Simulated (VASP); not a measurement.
Here is a VASP 6.6.1 calculation.

INCAR

```
SYSTEM = CoSi2
  PREC = Accurate
  ENCUT = 520
  EDIFF = 1E-7
  ISMEAR = 0
  SIGMA = 0.15
  LREAL = .FALSE.
  LASPH = .TRUE.
  NELM = 60
  ALGO = Normal
  ISIF = 2
  LWAVE = .FALSE.
  LCHARG = .FALSE.
  GGA = PE
  NBANDS = 16
```

Contents of KPOINTS:

```
regular mesh
0
G
  16 16 16
  0 0 0
```

Contents of POSCAR:

```
CoSi2
1.0
    0.0000000000      2.8005363154      2.6799390578
    2.6799390578      0.0000000000      2.6799390578
    2.6799390578      2.8005363154      0.0000000000
Co Si
1 2
Direct
    0.0000000000      0.0000000000      0.0000000000
    0.2500000000      0.2500000000      0.2500000000
    0.7500000000      0.7500000000      0.7500000000
```

Potentials or basis: VASP PAW PBE potentials, release 64 (Co, Si).

Command:

```console
$ cat potpaw_PBE.64/Co/POTCAR potpaw_PBE.64/Si/POTCAR > POTCAR
$ mpirun -np 1 vasp_std > vasp.out
```

(1) Predict the pressure.

(2) What does it give for the band gap on the k mesh?

## Answers

(1) -7.1 GPa.

(2) zero (an odd number of electrons rules out a gap without spin polarisation).

Caveat: the cell differs from its parent crystal (strain +0.0450 x Voigt [0, 1, 0, 0, 0, 0]); the cell stands under tension; an odd number of electrons without spin polarisation forces a metal; a magnetic or distorted state may lie lower.
